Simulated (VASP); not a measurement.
# MgZn23O24 (a cell with a defect) in VASP: single point with PBE

Aim: the single point of MgZn23O24 (a cell with a defect) with PBE.

Program: VASP 6.6.1. These are calculated values, not measurements. Logs are shortened: lines on timing, memory, paths and dates and some standing lists are left out, and cuts for length are marked.

### Step 1. The cell of the first run

The cell holds a defect, 48 atoms: a = 8.428 Å, b = 8.428 Å, c = 8.428 Å, α = 84.74°, β = 84.74°, γ = 84.74°.

### Step 2. Single point, PBE

INCAR reads:

```
SYSTEM = MgZn23O24
  PREC = Accurate
  ENCUT = 520
  EDIFF = 1E-7
  ISMEAR = 0
  SIGMA = 0.01
  LREAL = Auto
  LASPH = .TRUE.
  NELM = 100
  ALGO = Normal
  ISIF = 2
  LWAVE = .FALSE.
  LCHARG = .TRUE.
  GGA = PE
  LELF = .TRUE.
  LVHAR = .TRUE.
  NBANDS = 241
```

KPOINTS reads:

```
Automatic mesh
0
Gamma
  2 2 2
  0.5 0.5 0.5
```

POSCAR reads:

```
MgZn23O24
1.0
    3.2794860173     -5.6802364047      5.2932739962
    3.2794860173      5.6802364047      5.2932739962
   -6.5589720346      0.0000000000      5.2932739962
Mg Zn O
1 23 24
Direct
    0.4999895298      0.3333228631      0.6666561965
    0.8333228631      0.6666561965      0.9999895298
    0.1666561965      0.4999895298      0.8333228631
    0.6666561965      0.4999895298      0.3333228631
    0.9999895298      0.3333228631      0.1666561965
    0.3333228631      0.6666561965      0.4999895298
    0.6666561965      0.9999895298      0.8333228631
    0.9999895298      0.8333228631      0.6666561965
    0.3333228631      0.1666561965      0.9999895298
    0.4999895298      0.8333228631      0.1666561965
    0.8333228631      0.1666561965      0.4999895298
    0.1666561965      0.9999895298      0.3333228631
    0.8333228631      0.4999895298      0.6666561965
    0.1666561965      0.8333228631      0.9999895298
    0.4999895298      0.6666561965      0.8333228631
    0.9999895298      0.6666561965      0.3333228631
    0.3333228631      0.4999895298      0.1666561965
    0.6666561965      0.8333228631      0.4999895298
    0.9999895298      0.1666561965      0.8333228631
    0.3333228631      0.9999895298      0.6666561965
    0.6666561965      0.3333228631      0.9999895298
    0.8333228631      0.9999895298      0.1666561965
    0.1666561965      0.3333228631      0.4999895298
    0.4999895298      0.1666561965      0.3333228631
    0.6263471369      0.2930138035      0.4596804702
    0.9596804702      0.6263471369      0.7930138035
    0.2930138035      0.4596804702      0.6263471369
    0.7930138035      0.4596804702      0.1263471369
    0.1263471369      0.2930138035      0.9596804702
    0.4596804702      0.6263471369      0.2930138035
    0.7930138035      0.9596804702      0.6263471369
    0.1263471369      0.7930138035      0.4596804702
    0.4596804702      0.1263471369      0.7930138035
    0.6263471369      0.7930138035      0.9596804702
    0.9596804702      0.1263471369      0.2930138035
    0.2930138035      0.9596804702      0.1263471369
    0.6263471369      0.4596804702      0.7930138035
    0.9596804702      0.7930138035      0.1263471369
    0.2930138035      0.6263471369      0.9596804702
    0.7930138035      0.6263471369      0.4596804702
    0.1263471369      0.4596804702      0.2930138035
    0.4596804702      0.7930138035      0.6263471369
    0.7930138035      0.1263471369      0.9596804702
    0.1263471369      0.9596804702      0.7930138035
    0.4596804702      0.2930138035      0.1263471369
    0.6263471369      0.9596804702      0.2930138035
    0.9596804702      0.2930138035      0.6263471369
    0.2930138035      0.1263471369      0.4596804702
```

Potentials or basis: VASP PAW PBE potentials, release 64 (Mg, Zn, O).

Run with:

```console
> cat potpaw_PBE.64/Mg/POTCAR potpaw_PBE.64/Zn/POTCAR potpaw_PBE.64/O/POTCAR > POTCAR
> mpirun -np 1 vasp_std > vasp.out
```

OUTCAR:

```text
SYSTEM = MgZn23O24
   PREC = Accurate
   ENCUT = 520
   EDIFF = 1E-7
   ISMEAR = 0
   LREAL = Auto
   LASPH = .TRUE.
   NELM = 100
   ISIF = 2
   GGA = PE

 ion  position               nearest neighbor table
   1  0.500  0.333  0.667-  33 2.00  25 2.00  27 2.00  37 2.01  21 3.25  20 3.25  13 3.25  23 3.25
                            24 3.25  15 3.25   9 3.28   3 3.28   7 3.28  11 3.28   4 3.28   6 3.28
   2  0.833  0.667  1.000-  34 2.00  26 2.00  28 2.00  38 2.01
   3  0.167  0.500  0.833-  27 2.00  29 2.00  26 2.00  39 2.01   1 3.28
   4  0.667  0.500  0.333-  28 2.00  25 2.00  30 2.00  40 2.01   1 3.28
   5  1.000  0.333  0.167-  35 2.00  29 2.00  28 2.00  41 2.01
   6  0.333  0.667  0.500-  32 2.00  30 2.00  27 2.00  42 2.01   1 3.28
   7  0.667  1.000  0.833-  31 2.00  34 2.00  33 2.00  43 2.01   1 3.28
   8  1.000  0.833  0.667-  26 2.00  32 2.00  31 2.00  44 2.01
   9  0.333  0.167  1.000-  29 2.00  33 2.00  36 2.00  45 2.01   1 3.28
  10  0.500  0.833  0.167-  30 2.00  34 2.00  36 2.00  46 2.01
  11  0.833  0.167  0.500-  25 2.00  35 2.00  31 2.00  47 2.01   1 3.28
  12  0.167  1.000  0.333-  36 2.00  32 2.00  35 2.00  48 2.01
  13  0.833  0.500  0.667-  37 2.00  40 2.00  47 2.00  26 2.01   1 3.25
  14  0.167  0.833  1.000-  39 2.00  44 2.00  38 2.00  36 2.01
  15  0.500  0.667  0.833-  42 2.00  39 2.00  37 2.00  34 2.01   1 3.25
  16  1.000  0.667  0.333-  38 2.00  40 2.00  41 2.00  32 2.01
  17  0.333  0.500  0.167-  41 2.00  39 2.00  45 2.00  30 2.01
  18  0.667  0.833  0.500-  40 2.00  46 2.00  42 2.00  31 2.01
[... 28 lines left out ...]
  47  0.960  0.293  0.626-  19 2.00  23 2.00  13 2.00  11 2.01
  48  0.293  0.126  0.460-  23 2.00  24 2.00  20 2.00  12 2.01

  LATTYP: Found a trigonal (rhomboedric) cell.
 ALAT       =     8.4284555970
 COS(alpha) =     0.0916215742

  Lattice vectors:

 A1 = (   3.2794860173,  -5.6802364047,   5.2932739962)
 A2 = (   3.2794860173,   5.6802364047,   5.2932739962)
 A3 = (  -6.5589720346,   0.0000000000,   5.2932739962)

Analysis of symmetry for initial positions (statically):
=====================================================================
 Subroutine PRICEL returns:
 Original cell was already a primitive cell.

 Routine SETGRP: Setting up the symmetry group for a
 trigonal (rhombohedral) supercell.

 Subroutine GETGRP returns: Found  3 space group operations
 (whereof  1 operations were pure point group operations)
 out of a pool of 12 trial point group operations.

The static configuration has the point symmetry C_1 .
 The point group associated with its full space group is C_3 .

Analysis of symmetry for dynamics (positions and initial velocities):
=====================================================================
 Subroutine PRICEL returns:
 Original cell was already a primitive cell.

 Routine SETGRP: Setting up the symmetry group for a
 trigonal (rhombohedral) supercell.

[... 193 lines left out ...]
     AMIX     =   0.40;   BMIX     =  1.00
     AMIX_MAG =   1.60;   BMIX_MAG =  1.00
  volume/ion in A,a.u.               =      12.33        83.18
  Fermi-wavevector in a.u.,A,eV,Ry     =   1.462726  2.764152 29.110589  2.139568
  Thomas-Fermi vector in A             =   2.578905
   LORBIT       =      0    0 simple, 1 ext, 2 COOP (PROOUT), +10 PAW based schemes
   GGA     = PE    functional components
   LHFCALC =     F    Hartree Fock is set to
   AEXX    =    0.0000 exact exchange contribution
   IVDW    =     0    specifies the selected vdW correction
   LEPSILON=     F    determine dielectric tensor
   LRPA    =     F    only Hartree local field effects (RPA)
 non-spin polarized calculation
 Gauss-broadening in eV      SIGMA  =   0.01
  energy-cutoff  :      520.00
  volume of cell :      591.63
 maximum number of plane-waves:     15929
 NGX is ok and might be reduce to    64
   NGX = 31   NGY = 31   NGZ = 31

 number of electron     421.9999979 magnetization

 Free energy of the ion-electron system (eV)
  ---------------------------------------------------
  ext. energy  EPLUGINS =         0.00000000
  ---------------------------------------------------
  free energy    TOTEN  =      -217.24107263 eV

  energy without entropy =     -217.24107263  energy(sigma->0) =     -217.24107263

 E-fermi :   0.9005     XC(G=0): -10.6763

 val. band max:        0.7997022689   @ k =   0.2500   0.2500   0.2500
 cond. band min:       2.8349196427   @ k =   0.2500   0.2500   0.2500
 fundamental gap:      2.0352173738
 Fermi energy:         0.9004965100

 k-point     1 :       0.2500    0.2500    0.2500
  band No.  band energies     occupation
      1     -16.7662      2.00000
      2     -16.5114      2.00000
      3     -16.4923      2.00000
      4     -16.4796      2.00000
      5     -16.3528      2.00000
      6     -16.3381      2.00000
[... 215 lines left out ...]
    222       6.3712      0.00000
    223       6.4294      0.00000

 k-point     2 :      -0.2500    0.2500    0.2500
  band No.  band energies     occupation
      1     -16.7462      2.00000
      2     -16.5411      2.00000
      3     -16.5156      2.00000
      4     -16.4922      2.00000
      5     -16.3788      2.00000
      6     -16.3331      2.00000
[... 215 lines left out ...]
    222       6.7684      0.00000
    223       6.7839      0.00000
 [bands above 223 left out]

------------------------ aborting loop because EDIFF is reached ----------------------------------------

  FORCE on cell =-STRESS in cart. coord.  units (eV):
  Direction    XX          YY          ZZ          XY          YZ          ZX
  --------------------------------------------------------------------------------------
  -------------------------------------------------------------------------------------
  Total        3.0849035      3.0849035      2.6856358     -0.0000000      0.0000000      0.0000000
  in kB        8.3541898      8.3541898      7.2729378     -0.0000001      0.0000000      0.0000000
  external PRESSURE =       7.9937725 kB  Pullay stress =       0.0000000 kB

 VOLUME and BASIS-vectors are now :
 -----------------------------------------------------------------------------
  energy-cutoff  :      520.00
  volume of cell :      591.63
      direct lattice vectors                 reciprocal lattice vectors
     3.279486017 -5.680236405  5.293273996     0.050820972 -0.088024505  0.062972998
     3.279486017  5.680236405  5.293273996     0.050820972  0.088024505  0.062972998
    -6.558972035  0.000000000  5.293273996    -0.101641944  0.000000000  0.062972998

 POSITION                                       TOTAL-FORCE (eV/Angst)
 -----------------------------------------------------------------------------------
     -1.63974     -0.94671      7.93974        -0.000000     -0.000000     -0.016612
     -1.63974     -0.94671     13.23302        -0.000000     -0.000000     -0.015282
     -3.27949      1.89341      7.93974         0.040347      0.035072     -0.032882
      1.63974     -0.94671      7.93974         0.010200     -0.052477     -0.032882
      3.27949     -3.78682      7.93974        -0.007146      0.011100      0.000114
      0.00000      1.89341      7.93974        -0.040544      0.028134     -0.031261
[... 40 lines left out ...]
     -0.00000     -3.78682      9.94628        -0.007292     -0.006173     -0.008408
     -1.63974     -0.94671      4.65301         0.000000     -0.000000      0.043060
 -----------------------------------------------------------------------------------
    total drift:                               -0.000294     -0.000204     -0.031586

  FREE ENERGIE OF THE ION-ELECTRON SYSTEM (eV)
  ---------------------------------------------------
  free  energy   TOTEN  =      -217.2410726324 eV

  energy  without entropy=     -217.2410726324  energy(sigma->0) =     -217.24107263
```

OSZICAR:

```text
N       E                     dE             d eps       ncg     rms          rms(c)
DAV:   1     0.618107274255E+04    0.61811E+04   -0.18489E+05   964   0.250E+03
DAV:   2     0.130150974484E+04   -0.48796E+04   -0.47039E+04   964   0.702E+02
[... 12 lines left out ...]
DAV:  15    -0.217241029729E+03    0.34468E-04   -0.83540E-04  1552   0.160E-01    0.390E-02
DAV:  16    -0.217241095126E+03   -0.65397E-04   -0.20830E-04  1256   0.863E-02    0.427E-02
DAV:  17    -0.217241080127E+03    0.14999E-04   -0.31931E-05  1168   0.292E-02    0.281E-02
DAV:  18    -0.217241073098E+03    0.70287E-05   -0.44816E-05  1296   0.203E-02    0.918E-03
DAV:  19    -0.217241072704E+03    0.39407E-06   -0.79418E-06  1072   0.162E-02    0.564E-03
DAV:  20    -0.217241072575E+03    0.12956E-06   -0.19354E-06  1184   0.839E-03    0.249E-03
DAV:  21    -0.217241072632E+03   -0.57560E-07   -0.85538E-07  1120   0.685E-03
   1 F= -.21724107E+03 E0= -.21724107E+03  d E =-.169401E-46
```

stdout:

```text
POSCAR found type information on POSCAR MgZnO
 POSCAR found :  3 types and      48 ions
 scaLAPACK will be used
 LDA part: xc-table for (Slater+PW92), standard interpolation
 POSCAR, INCAR and KPOINTS ok, starting setup
 FFT: planning ... GRIDC
 FFT: planning ... GRID_SOFT
 FFT: planning ... GRID
 WAVECAR not read
 entering main loop
```

Wall time 15 min (1 thread of Intel Xeon Platinum 8259CL at 2.50GHz (Skylake/Cascade Lake), shared host); peak memory 0.68 GiB.

Results:

| Property | Result |
| --- | --- |
| Free energy | -217.2411 eV |
| Pressure | 0.8 GPa |
| Largest force | 0.243 eV/Å |
| Band gap on the k mesh | 2.04 eV |

Forces on the atoms (eV/Å):
```
Mg   0.000  0.000 -0.017
Zn   0.000  0.000 -0.015
Zn   0.040  0.035 -0.033
Zn   0.010 -0.052 -0.033
Zn  -0.007  0.011  0.000
Zn  -0.041  0.028 -0.031
Zn  -0.051  0.017 -0.033
Zn  -0.006 -0.012  0.000
Zn  -0.004 -0.049 -0.031
Zn   0.013  0.001  0.000
Zn   0.045  0.021 -0.031
Zn   0.000  0.000 -0.025
Zn  -0.033  0.018  0.039
Zn   0.001  0.004  0.005
Zn   0.001 -0.037  0.039
Zn   0.003 -0.003  0.005
Zn  -0.005  0.004  0.001
Zn   0.006  0.002  0.001
Zn  -0.001 -0.006  0.001
Zn  -0.058 -0.030  0.034
Zn   0.032  0.019  0.039
Zn  -0.004 -0.001  0.005
Zn   0.003  0.065  0.034
Zn   0.055 -0.036  0.034
O   -0.177  0.102  0.075
O    0.001  0.001  0.006
O    0.000 -0.204  0.075
O    0.001 -0.001  0.006
O   -0.001  0.000 -0.002
O    0.000  0.001 -0.002
O    0.001 -0.001 -0.002
O    0.011  0.008  0.005
O    0.177  0.102  0.075
O   -0.001  0.000  0.006
O    0.001 -0.014  0.005
O   -0.012  0.006  0.005
O    0.000  0.000 -0.243
O    0.000  0.000  0.003
O   -0.006 -0.004  0.001
O    0.000  0.007  0.001
O    0.002 -0.003 -0.007
O    0.009 -0.003 -0.008
O    0.006 -0.004  0.001
O    0.002  0.004 -0.007
O   -0.002  0.009 -0.008
O   -0.004  0.000 -0.007
O   -0.007 -0.006 -0.008
O    0.000  0.000  0.043
```

Stress tensor (GPa, compression positive):
```
0.84 0.00 0.00
0.00 0.84 0.00
0.00 0.00 0.73
```
